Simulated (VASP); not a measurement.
## HfC: electric field gradients with r2SCAN

HfC:

```xyz
2
Lattice="0.0000 2.3171 2.3171 2.3171 0.0000 2.3171 2.3171 2.3171 0.0000" Properties=species:S:1:pos:R:3 pbc="T T T"
Hf    0.0000    0.0000    0.0000
C     2.3171    2.3171    2.3171
```

* Program: VASP 6.6.1
* Task: electric field gradients
* Functional: r2SCAN
* Potentials or basis: VASP PAW PBE potentials, release 64 (Hf_pv, C)
* Cutoff: 520 eV
* k mesh: 14 × 14 × 14
* Occupations: fermi-dirac, width 0.05 eV
* Spin: no spin polarisation
* Dipole correction: no
* Further INCAR settings: ALGO = Normal; EDIFF = 1e-08; NBANDS = 14

```
Pressure                                : 0.0 GPa
Band gap on the k mesh                  : zero (bands 7 and 8 overlap by 1.48 eV)
Largest electric field gradient by atom : under 0.05 V/Å² on every atom
```

Levels at points of the mesh, in eV from the Fermi level:
```
           k point  band 5  band 6  band 7  band 8  band 9  band 10
(0.00, 0.00, 0.00)    1.02    1.02    1.02    1.65    1.65     1.65
(0.50, 0.00, 0.00)   -6.35   -3.17   -3.17    5.72    5.72     6.28
(0.50, 0.50, 0.00)   -2.79   -1.64   -0.16   -0.16    5.54     7.16
```

Wall time 2.7 min on 1 thread of Intel Xeon 8259CL (shared host), peak memory 0.17 GiB.

Caveat: the PAW data sets were made with another functional, which shifts forces and pressure a little; spin-orbit coupling is left out, which moves the levels of the heavy elements.
